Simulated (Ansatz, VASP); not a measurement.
## One calculation of Sn, two programs

INCAR

```
PREC = Accurate
ENCUT = 520
EDIFF = 1E-7
ISMEAR = 0
SIGMA = 0.15
LREAL = False
LASPH = True
NELM = 60
ALGO = Fast
ISIF = 2
LWAVE = False
LCHARG = False
GGA = PS
NBANDS = 13
```

KPOINTS

```
regular mesh
0
Gamma
  24 24 24
```

POSCAR

```
Sn
1.0
   -1.2027843036      1.9349138797      1.9349138797
    1.9349138797     -1.2027843036      1.9349138797
    1.9349138797      1.9349138797     -1.2027843036
Sn
1
Direct
    0.0000000000      0.0000000000      0.0000000000
```

Input for Ansatz:

```yaml
crystal:
  lattice:
    - [-1.2027843036, 1.9349138797, 1.9349138797]
    - [1.9349138797, -1.2027843036, 1.9349138797]
    - [1.9349138797, 1.9349138797, -1.2027843036]
  atoms:
    - { symbol: Sn, position: [0.0, 0.0, 0.0] }
basis:
  ecutwfc: 420
kpoints:
  mp_grid: { grid: [24, 24, 24] }
hamiltonian:
  xc: pbesol
scf:
  occupations: { method: gaussian, width: 0.15 }
output:
  forces: true
  stress: true
  eigenvalues: true
```

Alike in both runs: task single point; functional PBEsol; k mesh 24 × 24 × 24; occupations gaussian, width 0.15 eV; no spin polarisation.

```csv
,VASP,Ansatz
version,VASP 6.6.1,Ansatz 0.2.0
potentials or method,"VASP PAW PBE potentials, release 64 (Sn_d), cutoff 520 eV","scalar-relativistic, plane waves, PAW"
valence electrons in the cell,14,14
```

|  | VASP | Ansatz | Ansatz less VASP |
| --- | --- | --- | --- |
| gap on the k mesh at the Fermi level (eV) | none | none | - |
| pressure (GPa) | 3.3 | 3.4 | +0.05 |
| traceless stress, the component that is largest in VASP (GPa) | 0.67 | 0.67 | -0.001 |

VASP's potentials were made for PBE, not for PBEsol. A gap of «none» marks a metal or a gap that the smearing closes. With one functional, cell and mesh, what is left measures potentials, basis and numerics.
